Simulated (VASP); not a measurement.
Wanted: the native input for a VASP 6.6.1 run.

```
Task                   : single point
Functional             : PBE
Potentials or basis    : VASP PAW PBE potentials, release 64 (Ni)
Cutoff                 : 520 eV
k mesh                 : 15 × 15 × 15
Occupations            : fermi-dirac, width 0.05 eV
Spin                   : collinear spin, ferromagnetic start
Starting moments       : [1.5] μB
Dipole correction      : no
Further INCAR settings : ALGO = Normal; EDIFF = 1e-07; NBANDS = 15
```

The structure of Ni lies in POSCAR:

```
Ni
1.0
    0.0000000000      1.7596894972      1.7596894972
    1.7596894972      0.0000000000      1.7596894972
    1.7596894972      1.7596894972      0.0000000000
Ni
1
Direct
    0.0000000000      0.0000000000      0.0000000000
```

These files were run (other wordings do the same):

INCAR

```
SYSTEM = Ni
  PREC = Accurate
  ENCUT = 520
  EDIFF = 1E-7
  ISMEAR = -1
  SIGMA = 0.05
  LREAL = .False.
  LASPH = .True.
  NELM = 150
  ALGO = Normal
  ISIF = 2
  LWAVE = .False.
  LCHARG = .False.
  ISPIN = 2
  MAGMOM = 1.5
  LORBIT = 11
  LMAXMIX = 4
  GGA = PE
  NBANDS = 15
```

KPOINTS

```
Automatic mesh
0
Gamma
  15 15 15
  0 0 0
```

Potentials or basis: VASP PAW PBE potentials, release 64 (Ni).

Run with:

```sh
$ cat potpaw_PBE.64/Ni/POTCAR > POTCAR
$ mpirun -np 1 vasp_std > vasp.out
```

Results of the run:

```json
{
  "Pressure": "-0.1 GPa",
  "Net moment": "0.64 μB per cell",
  "Site moments": "Ni +0.66 μB",
  "Valence electrons inside the program's atomic spheres": "Ni 9.31"
}
```

It took 37 s on 1 thread of AMD EPYC 7R13 Processor (Zen 3), with other jobs on the host, peak memory 0.12 GiB.
